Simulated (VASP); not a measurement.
# Ag4Sn (Pm-3m) in VASP: further runs

Ag4Sn is run at these levels: PBE; tasks: single point, relaxation of cell and atoms.

Everything below comes from runs of VASP 6.6.1. Logs are shortened: lines on timing, memory, paths and dates and some standing lists are left out, and cuts for length are marked.

**1. The cell of the first run**

The structure is cubic, space group Pm-3m (No. 221). Conventional cell: a = 4.994 Å, b = 4.994 Å, c = 4.994 Å, α = 90.00°, β = 90.00°, γ = 90.00°. Ag (site symmetry 4/mmm) has 2 Sn at 2.50 Å within 3.3 Å. Ag (site symmetry m-3m) has 12 Ag at 3.53 Å and 8 Sn at 4.33 Å within 4.6 Å. Sn (site symmetry m-3m) has 6 Ag at 2.50 Å within 3.3 Å.

The cell was generated, and may not be a known phase.

**2. Single point, PBE**

The input, INCAR:

```
SYSTEM = Ag4Sn
PREC = Accurate ; ENCUT = 520
EDIFF = 1E-7 ; ISMEAR = 0
SIGMA = 0.1 ; LREAL = .FALSE.
LASPH = .TRUE. ; NELM = 100
ALGO = Normal ; ISIF = 2
LWAVE = .FALSE. ; LCHARG = .FALSE.
GGA = PE ; NBANDS = 37
```

The input, KPOINTS:

```
regular mesh
0
G
  4 4 4
  0 0 0
```

The input, POSCAR:

```
Ag4Sn
1.0
    4.9941769000      0.0000000000      0.0000000000
    0.0000000000      4.9941769000      0.0000000000
    0.0000000000      0.0000000000      4.9941769000
Ag Sn
4 1
Direct
    0.5000000000      0.0000000000      0.0000000000
    0.0000000000      0.5000000000      0.0000000000
    0.0000000000      0.0000000000      0.5000000000
    0.5000000000      0.5000000000      0.5000000000
    0.0000000000      0.0000000000      0.0000000000
```

Potentials or basis: VASP PAW PBE potentials, release 64 (Ag, Sn_d).

Command:

```
$ cat potpaw_PBE.64/Ag/POTCAR potpaw_PBE.64/Sn_d/POTCAR > POTCAR
$ mpirun -np 1 vasp_std > vasp.out
```

OUTCAR:

```text
SYSTEM = Ag4Sn
   PREC = Accurate
   ENCUT = 520
   EDIFF = 1E-7
   ISMEAR = 0
   LREAL = .FALSE.
   LASPH = .TRUE.
   NELM = 100
   ISIF = 2
   GGA = PE

 ion  position               nearest neighbor table
   1  0.500  0.000  0.000-   5 2.50   5 2.50   4 3.53   2 3.53   3 3.53   4 3.53   2 3.53   4 3.53
                             4 3.53   2 3.53   3 3.53   3 3.53   3 3.53   2 3.53
   2  0.000  0.500  0.000-   5 2.50   5 2.50   4 3.53   1 3.53   3 3.53   4 3.53   1 3.53   3 3.53
                             3 3.53   3 3.53   1 3.53   4 3.53   4 3.53   1 3.53
   3  0.000  0.000  0.500-   5 2.50   5 2.50   4 3.53   1 3.53   1 3.53   2 3.53   2 3.53   2 3.53
                             4 3.53   2 3.53   1 3.53   4 3.53   1 3.53   4 3.53
   4  0.500  0.500  0.500-   1 3.53   2 3.53   3 3.53   1 3.53   2 3.53   1 3.53   3 3.53   1 3.53
                             2 3.53   3 3.53   2 3.53   3 3.53
   5  0.000  0.000  0.000-   1 2.50   2 2.50   3 2.50   3 2.50   2 2.50   1 2.50

  LATTYP: Found a simple cubic cell.
 ALAT       =     4.9941769000

  Lattice vectors:

 A1 = (   4.9941769000,   0.0000000000,   0.0000000000)
 A2 = (   0.0000000000,   4.9941769000,   0.0000000000)
 A3 = (   0.0000000000,   0.0000000000,   4.9941769000)

Analysis of symmetry for initial positions (statically):
=====================================================================
 Subroutine PRICEL returns:
 Original cell was already a primitive cell.

 Routine SETGRP: Setting up the symmetry group for a
 simple cubic supercell.

 Subroutine GETGRP returns: Found 48 space group operations
 (whereof 48 operations were pure point group operations)
 out of a pool of 48 trial point group operations.

The static configuration has the point symmetry O_h .

Analysis of symmetry for dynamics (positions and initial velocities):
=====================================================================
 Subroutine PRICEL returns:
 Original cell was already a primitive cell.

 Routine SETGRP: Setting up the symmetry group for a
 simple cubic supercell.

 Subroutine GETGRP returns: Found 48 space group operations
 (whereof 48 operations were pure point group operations)
 out of a pool of 48 trial point group operations.

The dynamic configuration has the point symmetry O_h .

 Subroutine INISYM returns: Found 48 space group operations
 (whereof 48 operations are pure point group operations),
 and found     1 'primitive' translations

----------------------------------------------------------------------------------------

                                     Primitive cell

  volume of cell :     124.5638

  direct lattice vectors                    reciprocal lattice vectors
     4.994176900  0.000000000  0.000000000     0.200233196  0.000000000  0.000000000
     0.000000000  4.994176900  0.000000000     0.000000000  0.200233196  0.000000000
     0.000000000  0.000000000  4.994176900     0.000000000  0.000000000  0.200233196

  length of vectors
     4.994176900  4.994176900  4.994176900     0.200233196  0.200233196  0.200233196

  position of ions in fractional coordinates (direct lattice)
     0.500000000  0.000000000  0.000000000
     0.000000000  0.500000000  0.000000000
     0.000000000  0.000000000  0.500000000
     0.500000000  0.500000000  0.500000000
     0.000000000  0.000000000  0.000000000

  ion indices of the primitive-cell ions
   primitive index   ion index
                 1           1
                 2           2
                 3           3
                 4           4
                 5           5

----------------------------------------------------------------------------------------

 KPOINTS: regular mesh

Automatic generation of k-mesh.
 Grid dimensions read from file:
 generate k-points for:    4    4    4

 Generating k-lattice:

  Cartesian coordinates                     Fractional coordinates (reciprocal lattice)
     0.050058299  0.000000000  0.000000000     0.250000000  0.000000000  0.000000000
     0.000000000  0.050058299  0.000000000     0.000000000  0.250000000  0.000000000
     0.000000000  0.000000000  0.050058299     0.000000000  0.000000000  0.250000000

  Length of vectors
     0.050058299  0.050058299  0.050058299

  Shift w.r.t. Gamma in fractional coordinates (k-lattice)
     0.000000000  0.000000000  0.000000000

 Subroutine IBZKPT returns following result:
 ===========================================

 Found     10 irreducible k-points:

 Following reciprocal coordinates:
            Coordinates               Weight
  0.000000  0.000000  0.000000      1.000000
  0.250000  0.000000  0.000000      6.000000
  0.500000  0.000000  0.000000      3.000000
  0.250000  0.250000  0.000000     12.000000
  0.500000  0.250000  0.000000     12.000000
  0.500000  0.500000  0.000000      3.000000
  0.250000  0.250000  0.250000      8.000000
  0.500000  0.250000  0.250000     12.000000
  0.500000  0.500000  0.250000      6.000000
  0.500000  0.500000  0.500000      1.000000
   k-points           NKPTS =     10   k-points in BZ     NKDIM =     10   number of bands    NBANDS=     37
   number of dos      NEDOS =    301   number of ions     NIONS =      5
   total plane-waves  NPLWV =  64000
   dimension x,y,z NGX =    40 NGY =   40 NGZ =   40
   dimension x,y,z NGXF=    80 NGYF=   80 NGZF=   80
   ions per type =               4   1
   NGX,Y,Z   is equivalent  to a cutoff of  13.32, 13.32, 13.32 a.u.
   NGXF,Y,Z  is equivalent  to a cutoff of  26.63, 26.63, 26.63 a.u.
 SYSTEM =  Ag4Sn
   PREC   = accura    normal or accurate (medium, high low for compatibility)
   ISTART =      0    job   : 0-new  1-cont  2-samecut
   ICHARG =      2    charge: 1-file 2-atom 10-const
   ISPIN  =      1    spin polarized calculation?
   LNONCOLLINEAR =      F non collinear calculations
   LSORBIT =      F    spin-orbit coupling
   LASPH  =      T    aspherical Exc in radial PAW
   ENCUT  =  520.0 eV  38.22 Ry    6.18 a.u.   9.29  9.29  9.29*2*pi/ulx,y,z
   NELM   =    100;   NELMIN=  2; NELMDL= -5     # of ELM steps
   EDIFF  = 0.1E-06   stopping-criterion for ELM
   LREAL  =      F    real-space projection
   EDIFFG = 0.1E-05   stopping-criterion for IOM
   NSW    =      0    number of steps for IOM
   IBRION =     -1    ionic relax: 0-MD 1-quasi-New 2-CG
   NFREE  =      0    steps in history (QN), initial steepest desc. (CG)
   ISIF   =      2    stress and relaxation
   ISYM   =      2    0-nonsym 1-usesym 2-fastsym
   POTIM  = 0.5000    time-step for ionic-motion
   TEBEG  =    0.0;   TEEND  =   0.0 temperature during run
   PSTRESS=    0.0 pullay stress
   NELECT =      58.0000    total number of electrons
   NUPDOWN=      -1.0000    fix difference up-down
   EMIN   =  10.00;   EMAX   =-10.00  energy-range for DOS
   EFERMI =   0.00;   METHOD = LEGACY
   ISMEAR =     0;   SIGMA  =   0.10  broadening in eV -4-tet -1-fermi 0-gaus
   EFERMI_NEDOS =   21; number of points for ismear=-14 and -15
   IALGO  =     38    algorithm
   IMIX   =      4    mixing-type and parameters
     AMIX     =   0.40;   BMIX     =  1.00
     AMIX_MAG =   1.60;   BMIX_MAG =  1.00
  volume/ion in A,a.u.               =      24.91       168.12
  Fermi-wavevector in a.u.,A,eV,Ry     =   1.268879  2.397834 21.906117  1.610054
  Thomas-Fermi vector in A             =   2.401950
   LORBIT       =      0    0 simple, 1 ext, 2 COOP (PROOUT), +10 PAW based schemes
   GGA     = PE    functional components
   LHFCALC =     F    Hartree Fock is set to
   AEXX    =    0.0000 exact exchange contribution
   IVDW    =     0    specifies the selected vdW correction
   LEPSILON=     F    determine dielectric tensor
   LRPA    =     F    only Hartree local field effects (RPA)
 non-spin polarized calculation
 Gauss-broadening in eV      SIGMA  =   0.10
  energy-cutoff  :      520.00
  volume of cell :      124.56
 maximum number of plane-waves:      3407
 NGX is ok and might be reduce to    40
   NGX = 19   NGY = 19   NGZ = 19

 number of electron      58.0000012 magnetization

 Free energy of the ion-electron system (eV)
  ---------------------------------------------------
  ext. energy  EPLUGINS =         0.00000000
  ---------------------------------------------------
  free energy    TOTEN  =       -11.29146114 eV

  energy without entropy =      -11.27879860  energy(sigma->0) =      -11.28512987

 E-fermi :   5.4506     XC(G=0): -10.0366

 val. band max:        5.3591238754   @ k =   0.5000   0.5000   0.5000
 cond. band min:       5.5176216776   @ k =   0.5000   0.2500   0.0000
 fundamental gap:      0.1584978022
 Fermi energy:         5.4505593976

 k-point     1 :       0.0000    0.0000    0.0000
  band No.  band energies     occupation
      1     -16.0828      2.00000
      2     -16.0828      2.00000
      3     -15.8966      2.00000
      4     -15.8966      2.00000
      5     -15.8966      2.00000
      6      -4.6038      2.00000
[... 29 lines left out ...]
     36      11.9837      0.00000
     37      11.9837      0.00000

 k-point     2 :       0.2500    0.0000    0.0000
  band No.  band energies     occupation
      1     -16.0827      2.00000
      2     -16.0556      2.00000
      3     -15.8965      2.00000
      4     -15.8935      2.00000
      5     -15.8935      2.00000
      6      -4.3437      2.00000
[... 29 lines left out ...]
     36      10.9275      0.00000
     37      11.7857      0.00000

 k-point     3 :       0.5000    0.0000    0.0000
  band No.  band energies     occupation
      1     -16.0826      2.00000
      2     -16.0283      2.00000
      3     -15.8964      2.00000
      4     -15.8904      2.00000
      5     -15.8904      2.00000
      6      -3.9981      2.00000
[... 29 lines left out ...]
     36      12.3915      0.00000
     37      12.3915      0.00000
[... 201 lines left out ...]
 k-point     9 :       0.5000    0.5000    0.2500
  band No.  band energies     occupation
      1     -16.0278      2.00000
      2     -15.9998      2.00000
      3     -15.8873      2.00000
      4     -15.8873      2.00000
      5     -15.8843      2.00000
      6      -2.9069      2.00000
[... 29 lines left out ...]
     36      13.1672      0.00000
     37      13.8904      0.00000

 k-point    10 :       0.5000    0.5000    0.5000
  band No.  band energies     occupation
      1     -15.9998      2.00000
      2     -15.9998      2.00000
      3     -15.8842      2.00000
      4     -15.8842      2.00000
      5     -15.8842      2.00000
      6      -2.2242      2.00000
[... 29 lines left out ...]
     36      15.0883      0.00000
     37      15.3542      0.00000

------------------------ aborting loop because EDIFF is reached ----------------------------------------

  FORCE on cell =-STRESS in cart. coord.  units (eV):
  Direction    XX          YY          ZZ          XY          YZ          ZX
  --------------------------------------------------------------------------------------
  -------------------------------------------------------------------------------------
  Total        4.5635244      4.5635244      4.5635244     -0.0000000     -0.0000000     -0.0000000
  in kB       58.6974441     58.6974441     58.6974441     -0.0000000     -0.0000000     -0.0000000
  external PRESSURE =      58.6974441 kB  Pullay stress =       0.0000000 kB

 VOLUME and BASIS-vectors are now :
 -----------------------------------------------------------------------------
  energy-cutoff  :      520.00
  volume of cell :      124.56
      direct lattice vectors                 reciprocal lattice vectors
     4.994176900  0.000000000  0.000000000     0.200233196  0.000000000  0.000000000
     0.000000000  4.994176900  0.000000000     0.000000000  0.200233196  0.000000000
     0.000000000  0.000000000  4.994176900     0.000000000  0.000000000  0.200233196

 POSITION                                       TOTAL-FORCE (eV/Angst)
 -----------------------------------------------------------------------------------
      2.49709      0.00000      0.00000         0.000000      0.000000      0.000000
      0.00000      2.49709      0.00000         0.000000      0.000000      0.000000
      0.00000      0.00000      2.49709         0.000000      0.000000      0.000000
      2.49709      2.49709      2.49709         0.000000      0.000000      0.000000
      0.00000      0.00000      0.00000         0.000000      0.000000      0.000000
 -----------------------------------------------------------------------------------
    total drift:                               -0.000000      0.000000     -0.000000

  FREE ENERGIE OF THE ION-ELECTRON SYSTEM (eV)
  ---------------------------------------------------
  free  energy   TOTEN  =       -11.2914611403 eV

  energy  without entropy=      -11.2787985971  energy(sigma->0) =      -11.28512987
```

It took 24 s on 1 thread of Intel Xeon 6975P-C (Granite Rapids), shared host; peak memory 0.25 GiB.

Results:

```yaml
Free_energy: -11.2915 eV
Pressure: 5.9 GPa
Band_gap_on_the_k_mesh: zero (bands 29 and 30 overlap by 0.74 eV)
```

Levels at points of the mesh, in eV from the Fermi level:
```csv
k point,band 25,band 26,band 27,band 28,band 29,band 30,band 31,band 32,band 33,band 34
"(0.00, 0.00, 0.00)",-3.56,-3.56,-1.62,-1.62,-1.62,0.50,1.80,1.80,4.40,4.40
"(0.50, 0.00, 0.00)",-3.76,-3.60,-3.56,-0.35,-0.35,1.48,1.69,1.98,3.27,3.27
"(0.50, 0.50, 0.00)",-3.81,-3.45,-2.53,-2.53,-1.41,0.59,2.38,4.19,4.19,4.85
"(0.50, 0.50, 0.50)",-3.64,-3.64,-1.07,-1.07,-1.07,-0.09,-0.09,-0.09,0.58,9.17
```

Caveat: the cell stands under pressure; spin-orbit coupling is left out, which moves the levels of the heavy elements.

**3. Single point, PBE**

This run uses another cell than the first one, of 27.95 Å³/atom.

The input, INCAR:

```
PREC = Accurate ; ENCUT = 520
EDIFF = 1E-6 ; ISMEAR = 0
SIGMA = 0.1 ; LREAL = False
LASPH = True ; NELM = 80
ALGO = Normal ; ISIF = 2
LWAVE = False ; LCHARG = True
GGA = PE ; LELF = True
LVHAR = True ; NBANDS = 37
```

The input, KPOINTS:

```
regular mesh
0
Gamma
  4 4 4
```

POSCAR: that of step 2 with these lines changed.

```diff
@@ -2,5 +2,5 @@
 1.0
-    4.9941769000      0.0000000000      0.0000000000
-    0.0000000000      4.9941769000      0.0000000000
-    0.0000000000      0.0000000000      4.9941769000
+    5.1894432443      0.0000000000      0.0000000000
+    0.0000000000      5.1894432443      0.0000000000
+    0.0000000000      0.0000000000      5.1894432443
 Ag Sn
```

Potentials or basis: VASP PAW PBE potentials, release 64 (Ag, Sn_d).

Command:

```
$ cat potpaw_PBE.64/Ag/POTCAR potpaw_PBE.64/Sn_d/POTCAR > POTCAR
$ mpirun -np 1 vasp_std > vasp.out
```

It took 24 s on 1 thread of Intel Xeon 6975P-C (Granite Rapids), shared host; peak memory 0.25 GiB.

Results (log left out):

```yaml
Free_energy: -11.5522 eV
Pressure: 0.1 GPa
Band_gap_on_the_k_mesh: zero (bands 29 and 30 overlap by 0.80 eV)
```

Levels at points of the mesh, in eV from the Fermi level:
```csv
k point,band 26,band 27,band 28,band 29,band 30,band 31,band 32,band 33
"(0.00, 0.00, 0.00)",-3.52,-1.33,-1.33,-1.33,0.13,1.51,1.51,4.21
"(0.50, 0.00, 0.00)",-3.52,-3.44,-0.30,-0.30,1.19,1.34,1.69,3.21
"(0.50, 0.50, 0.00)",-3.43,-2.32,-2.32,-1.24,0.47,1.98,3.93,3.93
"(0.50, 0.50, 0.50)",-3.59,-1.14,-1.14,-1.14,0.22,0.22,0.22,0.40
```

Caveat: spin-orbit coupling is left out, which moves the levels of the heavy elements.

[end of part 1 of 2]

The gap in the log of VASP goes by the Fermi energy; the results here count the filled bands.